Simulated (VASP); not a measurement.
Set up this calculation in VASP 6.6.1, as the native input.

| Item | Value |
| --- | --- |
| Task | single point |
| Functional | PBE |
| Potentials or basis | VASP PAW PBE potentials, release 64 (F) |
| Cutoff | 520 eV |
| k mesh | 17 × 17 × 17 |
| Occupations | fermi-dirac, width 0.05 eV |
| Spin | no spin polarisation |
| Dipole correction | no |
| Further INCAR settings | ALGO = Normal; EDIFF = 1e-06; NBANDS = 14 |

The structure of F lies in POSCAR:

```
F
1.0
   -1.9149220036      1.9149220036      1.3082470269
    1.9149220036     -1.9149220036      1.3082470269
    1.9149220036      1.9149220036     -1.3082470269
F
2
Direct
   -0.3750000000     -0.1250000000     -0.2500000000
    0.3750000000      0.1250000000      0.2500000000
```

One way to write it, as run:

INCAR

```
SYSTEM = F
PREC     = Accurate       ! precision mode
ENCUT    = 520            ! plane-wave cutoff, eV
EDIFF    = 1E-6           ! SCF threshold, eV
ISMEAR   = -1             ! smearing method
SIGMA    = 0.05           ! smearing width, eV
LREAL    = .FALSE.        ! projectors in reciprocal space
LASPH    = .TRUE.         ! aspherical terms in the spheres
NELM     = 80             ! most SCF steps
ALGO     = Normal         ! electronic algorithm
ISIF     = 2              ! what is computed and relaxed
LWAVE    = .FALSE.        ! write WAVECAR
LCHARG   = .FALSE.        ! write CHGCAR
GGA      = PE             ! functional
NBANDS   = 14             ! bands
```

KPOINTS

```
Automatic mesh
0
G
  17 17 17
  0 0 0
```

Potentials or basis: VASP PAW PBE potentials, release 64 (F).

Launch:

```sh
$ cat potpaw_PBE.64/F/POTCAR > POTCAR
$ mpirun -np 1 vasp_std > vasp.out
```

It gave:

| Property | Result |
| --- | --- |
| Pressure | 9.1 GPa |
| Band gap on the k mesh | zero (bands 7 and 8 overlap by 1.23 eV) |

Caveat: the cell stands under pressure.

Wall time 25 s on 1 thread of Intel(R) Xeon(R) 6975P-C (Granite Rapids), with other jobs on the host, peak memory 0.19 GiB.
